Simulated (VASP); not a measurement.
Wanted: the native input for a VASP 6.6.1 run.

| Quantity | Value |
| --- | --- |
| Task | single point |
| Functional | PBEsol |
| Potentials or basis | VASP PAW PBE potentials, release 64 (Pb_d, S) |
| Cutoff | 520 eV |
| k mesh | 12 × 12 × 12 |
| Occupations | gaussian, width 0.03 eV |
| Spin | no spin polarisation |
| Dipole correction | no |
| Further INCAR settings | ALGO = Normal; EDIFF = 1e-06; NBANDS = 17 |

The structure of PbS lies in POSCAR:

```
PbS
1.0
    2.1416058738      1.2364567277      3.3592403064
   -2.1416058738      1.2364567277      3.3592403064
    0.0000000000     -2.4729134555      3.3592403064
Pb S
1 1
Direct
    0.9805657800      0.9805657800      0.9805657800
    0.4750355500      0.4750355500      0.4750355500
```

This cell differs from its parent crystal: ratio of the length along z to the lengths across it x 0.96, volume and fractional coordinates fixed.

One way to write it, as run:

INCAR

```
  PREC = Accurate
  ENCUT = 520
  EDIFF = 1E-6
  ISMEAR = 0
  SIGMA = 0.03
  LREAL = False
  LASPH = True
  NELM = 100
  ALGO = Normal
  ISIF = 2
  LWAVE = False
  LCHARG = True
  GGA = PS
  LELF = True
  LVHAR = True
  NBANDS = 17
```

KPOINTS

```
regular mesh
0
Gamma
  12 12 12
```

Potentials or basis: VASP PAW PBE potentials, release 64 (Pb_d, S).

Command:

```console
$ cat potpaw_PBE.64/Pb_d/POTCAR potpaw_PBE.64/S/POTCAR > POTCAR
$ mpirun -np 1 vasp_std > vasp.out
```

Results of the run:

The pressure is -2.1 GPa. The largest force is 0.022 eV/Å and the band gap on the k mesh is 0.15 eV (least direct gap 0.35 eV).

Caveat: the PAW data sets were made with another functional, which shifts forces and pressure a little; spin-orbit coupling is left out, which moves the levels of the heavy elements.

It took 87 s on 1 thread of AMD EPYC 7R13 Processor (Zen 3), on a shared host, peak memory 0.27 GiB.
